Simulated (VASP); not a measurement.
# CuI in VASP: single point with PBE

Aim: the single point of CuI with PBE.

Program: VASP 6.6.1. These are calculated values, not measurements. Logs are shortened: lines on timing, memory, paths and dates and some standing lists are left out, and cuts for length are marked.

### Step 1. The cell of the first run

The cell holds a sheet with vacuum, 2 atoms: a = 6.409 Å, b = 6.409 Å, c = 14.000 Å, α = 90.00°, β = 90.00°, γ = 92.04°.

The cell was generated, and may not be a known phase.

### Step 2. Single point, PBE, collinear spin

File INCAR:

```
SYSTEM = CuI
PREC = Accurate
ENCUT = 520
EDIFF = 1E-7
ISMEAR = 0
SIGMA = 0.1
LREAL = .False.
LASPH = .True.
NELM = 150
ALGO = Normal
ISIF = 2
LWAVE = .False.
LCHARG = .True.
ISPIN = 2
MAGMOM = 1 0
LORBIT = 11
LMAXMIX = 4
LDIPOL = .True.
IDIPOL = 3
DIPOL = 0.5 0.5 0.500
GGA = PE
LELF = .True.
LVHAR = .True.
LVACPOTAV = .True.
NBANDS = 20
```

File KPOINTS:

```
Automatic mesh
0
Gamma
  4 4 1
  0 0 0
```

File POSCAR:

```
CuI
1.0
    6.4092930000      0.0000000000      0.0000000000
   -0.2283080000      6.4052250000      0.0000000000
    0.0000000000      0.0000000000     14.0000000000
Cu I
1 1
Direct
    0.5000000000      0.5000000000      0.5000000000
    0.0000000000      0.0000000000      0.5000000000
```

Potentials or basis: VASP PAW PBE potentials, release 64 (Cu, I).

Started as:

```sh
cat potpaw_PBE.64/Cu/POTCAR potpaw_PBE.64/I/POTCAR > POTCAR
mpirun -np 1 vasp_std > vasp.out
```

OUTCAR:

```text
SYSTEM = CuI
   PREC = Accurate
   ENCUT = 520
   EDIFF = 1E-7
   ISMEAR = 0
   LREAL = .False.
   LASPH = .True.
   NELM = 150
   ISIF = 2
   ISPIN = 2
   LORBIT = 11
   GGA = PE

 ion  position               nearest neighbor table
   1  0.500  0.500  0.500-
   2  0.000  0.000  0.500-

  LATTYP: Found a base centered orthorhombic cell.
 ALAT       =     8.9012068210
 B/A-ratio  =     1.0362790716
 C/A-ratio  =     1.5728204368

  Lattice vectors:

 A1 = (   6.4092930000,   0.0000000000,   0.0000000000)
 A2 = (  -0.2283080000,   6.4052250000,   0.0000000000)
 A3 = (   0.0000000000,   0.0000000000,  14.0000000000)

Analysis of symmetry for initial positions (statically):
=====================================================================
 Subroutine PRICEL returns:
 Original cell was already a primitive cell.

 Routine SETGRP: Setting up the symmetry group for a
 base centered orthorhombic supercell.

 Subroutine GETGRP returns: Found  8 space group operations
 (whereof  8 operations were pure point group operations)
 out of a pool of  8 trial point group operations.

The static configuration has the point symmetry D_2h.

Analysis of symmetry for dynamics (positions and initial velocities):
=====================================================================
 Subroutine PRICEL returns:
 Original cell was already a primitive cell.

 Routine SETGRP: Setting up the symmetry group for a
 base centered orthorhombic supercell.

 Subroutine GETGRP returns: Found  8 space group operations
 (whereof  8 operations were pure point group operations)
 out of a pool of  8 trial point group operations.

The dynamic configuration has the point symmetry D_2h.

Analysis of structural, dynamic, and magnetic symmetry:
=====================================================================
 Subroutine PRICEL returns:
 Original cell was already a primitive cell.

 Routine SETGRP: Setting up the symmetry group for a
 base centered orthorhombic supercell.

 Subroutine GETGRP returns: Found  8 space group operations
 (whereof  8 operations were pure point group operations)
 out of a pool of  8 trial point group operations.

The overall configuration has the point symmetry D_2h.

 Subroutine INISYM returns: Found  8 space group operations
 (whereof  8 operations are pure point group operations),
 and found     1 'primitive' translations

----------------------------------------------------------------------------------------

                                     Primitive cell

  volume of cell :     574.7415

  direct lattice vectors                    reciprocal lattice vectors
     6.409293000  0.000000000  0.000000000     0.156023449  0.005561304  0.000000000
    -0.228308000  6.405225000  0.000000000     0.000000000  0.156122541  0.000000000
     0.000000000  0.000000000 14.000000000     0.000000000  0.000000000  0.071428571

  length of vectors
     6.409293000  6.409292616 14.000000000     0.156122531  0.156122541  0.071428571

  position of ions in fractional coordinates (direct lattice)
     0.500000000  0.500000000  0.500000000
     0.000000000  0.000000000  0.500000000

  ion indices of the primitive-cell ions
   primitive index   ion index
                 1           1
                 2           2

----------------------------------------------------------------------------------------

 KPOINTS: Automatic mesh

Automatic generation of k-mesh.
 Grid dimensions read from file:
 generate k-points for:    4    4    1

 Generating k-lattice:

  Cartesian coordinates                     Fractional coordinates (reciprocal lattice)
     0.039005862  0.001390326  0.000000000     0.250000000  0.000000000  0.000000000
     0.000000000  0.039030635  0.000000000     0.000000000  0.250000000  0.000000000
     0.000000000  0.000000000  0.071428571     0.000000000  0.000000000  1.000000000

  Length of vectors
     0.039030633  0.039030635  0.071428571

  Shift w.r.t. Gamma in fractional coordinates (k-lattice)
     0.000000000  0.000000000  0.000000000

 Subroutine IBZKPT returns following result:
 ===========================================

 Found      7 irreducible k-points:

 Following reciprocal coordinates:
            Coordinates               Weight
  0.000000  0.000000  0.000000      1.000000
  0.250000 -0.000000  0.000000      4.000000
  0.500000 -0.000000  0.000000      2.000000
  0.250000  0.250000  0.000000      2.000000
  0.500000  0.250000  0.000000      4.000000
 -0.250000  0.250000  0.000000      2.000000
  0.500000  0.500000  0.000000      1.000000
   k-points           NKPTS =      7   k-points in BZ     NKDIM =      7   number of bands    NBANDS=     20
   number of dos      NEDOS =    301   number of ions     NIONS =      2
   total plane-waves  NPLWV = 248832
   dimension x,y,z NGX =    48 NGY =   48 NGZ =  108
   dimension x,y,z NGXF=    96 NGYF=   96 NGZF=  216
   ions per type =               1   1
   NGX,Y,Z   is equivalent  to a cutoff of  12.45, 12.45, 12.82 a.u.
   NGXF,Y,Z  is equivalent  to a cutoff of  24.90, 24.90, 25.65 a.u.
 SYSTEM =  CuI
   PREC   = accura    normal or accurate (medium, high low for compatibility)
   ISTART =      0    job   : 0-new  1-cont  2-samecut
   ICHARG =      2    charge: 1-file 2-atom 10-const
   ISPIN  =      2    spin polarized calculation?
   LNONCOLLINEAR =      F non collinear calculations
   LSORBIT =      F    spin-orbit coupling
   LASPH  =      T    aspherical Exc in radial PAW
   ENCUT  =  520.0 eV  38.22 Ry    6.18 a.u.  11.92 11.92 26.03*2*pi/ulx,y,z
   NELM   =    150;   NELMIN=  2; NELMDL= -5     # of ELM steps
   EDIFF  = 0.1E-06   stopping-criterion for ELM
   LREAL  =      F    real-space projection
   EDIFFG = 0.1E-05   stopping-criterion for IOM
   NSW    =      0    number of steps for IOM
   IBRION =     -1    ionic relax: 0-MD 1-quasi-New 2-CG
   NFREE  =      0    steps in history (QN), initial steepest desc. (CG)
   ISIF   =      2    stress and relaxation
   ISYM   =      2    0-nonsym 1-usesym 2-fastsym
   POTIM  = 0.5000    time-step for ionic-motion
   TEBEG  =    0.0;   TEEND  =   0.0 temperature during run
   PSTRESS=    0.0 pullay stress
   NELECT =      18.0000    total number of electrons
   NUPDOWN=      -1.0000    fix difference up-down
   EMIN   =  10.00;   EMAX   =-10.00  energy-range for DOS
   EFERMI =   0.00;   METHOD = LEGACY
   ISMEAR =     0;   SIGMA  =   0.10  broadening in eV -4-tet -1-fermi 0-gaus
   EFERMI_NEDOS =   21; number of points for ismear=-14 and -15
   IALGO  =     38    algorithm
   IMIX   =      4    mixing-type and parameters
     AMIX     =   0.40;   BMIX     =  1.00
     AMIX_MAG =   1.60;   BMIX_MAG =  1.00
  volume/ion in A,a.u.               =     287.37      1939.27
  Fermi-wavevector in a.u.,A,eV,Ry     =   0.516030  0.975155  3.623052  0.266287
  Thomas-Fermi vector in A             =   1.531762
   LORBIT       =     11    0 simple, 1 ext, 2 COOP (PROOUT), +10 PAW based schemes
   GGA     = PE    functional components
   LHFCALC =     F    Hartree Fock is set to
   AEXX    =    0.0000 exact exchange contribution
   IVDW    =     0    specifies the selected vdW correction
   LEPSILON=     F    determine dielectric tensor
   LRPA    =     F    only Hartree local field effects (RPA)
 spin polarized calculation
 Gauss-broadening in eV      SIGMA  =   0.10
  energy-cutoff  :      520.00
  volume of cell :      574.74
 maximum number of plane-waves:     15490
   NGX = 23   NGY = 23   NGZ = 53

 number of electron      18.0000023 magnetization       0.0053221

 number of electron      18.0000023 magnetization      -0.0071388

 dipolmoment           0.000000      0.000000      0.000000 electrons x Angstroem

 Free energy of the ion-electron system (eV)
  ---------------------------------------------------
  ext. energy  EPLUGINS =         0.00000000
  ---------------------------------------------------
  free energy    TOTEN  =        -1.46895280 eV

  energy without entropy =       -1.45781359  energy(sigma->0) =       -1.46338319

 E-fermi :  -4.8796     XC(G=0):  -1.9569

 val. band max:       -5.0038848660   @ k =   0.5000   0.5000   0.0000
 cond. band min:      -4.8524653572   @ k =   0.0000   0.0000   0.0000
 fundamental gap:      0.1514195087
 Fermi energy:        -4.8795752292

 spin component 1

 k-point     1 :       0.0000    0.0000    0.0000
  band No.  band energies     occupation
      1     -15.2611      1.00000
      2      -5.7986      1.00000
      3      -5.7902      1.00000
      4      -5.7888      1.00000
      5      -5.7744      1.00000
      6      -5.7721      1.00000
[... 12 lines left out ...]
     19       3.0336      0.00000
     20       3.1168      0.00000

 k-point     2 :       0.2500   -0.0000    0.0000
  band No.  band energies     occupation
      1     -15.2599      1.00000
      2      -5.8078      1.00000
      3      -5.7916      1.00000
      4      -5.7908      1.00000
      5      -5.7893      1.00000
      6      -5.7748      1.00000
[... 12 lines left out ...]
     19       2.7196      0.00000
     20       3.2678      0.00000
[... 73 lines left out ...]
      2      -5.8081      1.00000
      3      -5.7918      1.00000
      4      -5.7894      1.00000
      5      -5.7843      1.00000
      6      -5.7728      1.00000
[... 12 lines left out ...]
     19       2.7773      0.00000
     20       3.2184      0.00000

 k-point     7 :       0.5000    0.5000    0.0000
  band No.  band energies     occupation
      1     -15.2567      1.00000
      2      -5.7973      1.00000
      3      -5.7915      1.00000
      4      -5.7900      1.00000
      5      -5.7716      1.00000
      6      -5.7675      1.00000
[... 12 lines left out ...]
     19       2.6219      0.00000
     20       2.7998      0.00000
 Fermi energy:        -4.8795752292

 spin component 2

 k-point     1 :       0.0000    0.0000    0.0000
  band No.  band energies     occupation
      1     -15.2696      1.00000
      2      -5.7972      1.00000
      3      -5.7888      1.00000
      4      -5.7874      1.00000
      5      -5.7731      1.00000
      6      -5.7707      1.00000
[... 12 lines left out ...]
     19       3.0312      0.00000
     20       3.1145      0.00000

 k-point     2 :       0.2500   -0.0000    0.0000
  band No.  band energies     occupation
      1     -15.2685      1.00000
      2      -5.8066      1.00000
      3      -5.7903      1.00000
      4      -5.7897      1.00000
      5      -5.7879      1.00000
      6      -5.7734      1.00000
[... 12 lines left out ...]
     19       2.7133      0.00000
     20       3.2651      0.00000
[... 74 lines left out ...]
      3      -5.7904      1.00000
      4      -5.7880      1.00000
      5      -5.7831      1.00000
      6      -5.7714      1.00000
[... 12 lines left out ...]
     19       2.7765      0.00000
     20       3.2136      0.00000

 k-point     7 :       0.5000    0.5000    0.0000
  band No.  band energies     occupation
      1     -15.2652      1.00000
      2      -5.7959      1.00000
      3      -5.7901      1.00000
      4      -5.7886      1.00000
      5      -5.7703      1.00000
      6      -5.7661      1.00000
[... 12 lines left out ...]
     19       2.6167      0.00000
     20       2.7918      0.00000

------------------------ aborting loop because EDIFF is reached ----------------------------------------

  FORCE on cell =-STRESS in cart. coord.  units (eV):
  Direction    XX          YY          ZZ          XY          YZ          ZX
  --------------------------------------------------------------------------------------
  -------------------------------------------------------------------------------------
  Total       -2.5020450     -2.5224577     -0.0129784     -0.2863458      0.0000000      0.0000000
  in kB       -6.9748223     -7.0317258     -0.0361791     -0.7982314      0.0000000      0.0000000
  external PRESSURE =      -4.6809091 kB  Pullay stress =       0.0000000 kB

 VOLUME and BASIS-vectors are now :
 -----------------------------------------------------------------------------
  energy-cutoff  :      520.00
  volume of cell :      574.74
      direct lattice vectors                 reciprocal lattice vectors
     6.409293000  0.000000000  0.000000000     0.156023449  0.005561304  0.000000000
    -0.228308000  6.405225000  0.000000000     0.000000000  0.156122541  0.000000000
     0.000000000  0.000000000 14.000000000     0.000000000  0.000000000  0.071428571

 POSITION                                       TOTAL-FORCE (eV/Angst)
 -----------------------------------------------------------------------------------
      3.09049      3.20261      7.00000         0.000000      0.000000      0.000000
      0.00000      0.00000      7.00000        -0.000000      0.000000      0.000000
 -----------------------------------------------------------------------------------
    total drift:                                0.000000     -0.000000     -0.000000

  FREE ENERGIE OF THE ION-ELECTRON SYSTEM (eV)
  ---------------------------------------------------
  free  energy   TOTEN  =        -1.4689527986 eV

  energy  without entropy=       -1.4578135897  energy(sigma->0) =       -1.46338319

 vacuum level on the upper side and lower side of the slab         0.918         0.918

 total charge

# of ion       s       p       d       tot
------------------------------------------
    1        0.173   0.004   9.489   9.666
    2        1.512   2.708   0.000   4.220
--------------------------------------------------
tot          1.685   2.712   9.489  13.885

 magnetization (x)

# of ion       s       p       d       tot
------------------------------------------
    1        0.003   0.000  -0.000   0.002
    2       -0.000  -0.008   0.000  -0.008
--------------------------------------------------
tot          0.003  -0.008  -0.000  -0.006
```

Run time: 4.5 min. Hardware: 1 thread of AMD EPYC 9R45 (Zen 5), shared host; peak memory 0.77 GiB.

What came out:

```yaml
Free_energy: -1.4690 eV
Band_gap_on_the_k_mesh: 0.15 eV (least direct gap 0.18 eV)
Net_moment: -0.01 μB per cell
Valence_electrons_inside_the_program's_atomic_spheres: Cu 9.67; I 4.22
```

Caveat: semilocal functionals underestimate gaps, and a narrow one can read as zero; spin-orbit coupling is left out, which moves the levels of the heavy elements.
